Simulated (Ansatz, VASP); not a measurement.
One calculation of BaSr2, two programs

```
Ba Sr
1.0
     6.97046    0.00000    0.00000
    -3.48523    6.03660    0.00000
     0.00000    0.00000    8.17876
Ba Sr
2 4
Direct
  0.33333 0.66667 0.75000
  0.66667 0.33333 0.25000
  0.00000 0.00000 0.00000
  0.00000 0.00000 0.50000
  0.33333 0.66667 0.25000
  0.66667 0.33333 0.75000
```

Alike in both runs: task single point; functional PBE; k mesh 6 × 6 × 6; occupations gaussian, width 0.1 eV; no spin polarisation.

|  | VASP | Ansatz |
| --- | --- | --- |
| version | VASP 6.6.1 | Ansatz 0.2.0 |
| potentials or method | VASP PAW PBE potentials, release 64 (Ba_sv, Sr_sv), cutoff 520 eV | scalar-relativistic, plane waves, PAW |
| valence electrons in the cell | 60 | 60 |

|  | VASP | Ansatz | Ansatz less VASP |
| --- | --- | --- | --- |
| gap on the k mesh at the Fermi level (eV) | none | none | - |
| pressure (GPa) | 0.0 | 0.0 | -0.02 |

A gap of «none» marks a metal or a gap that the smearing closes.

Neither program's run includes spin-orbit coupling.
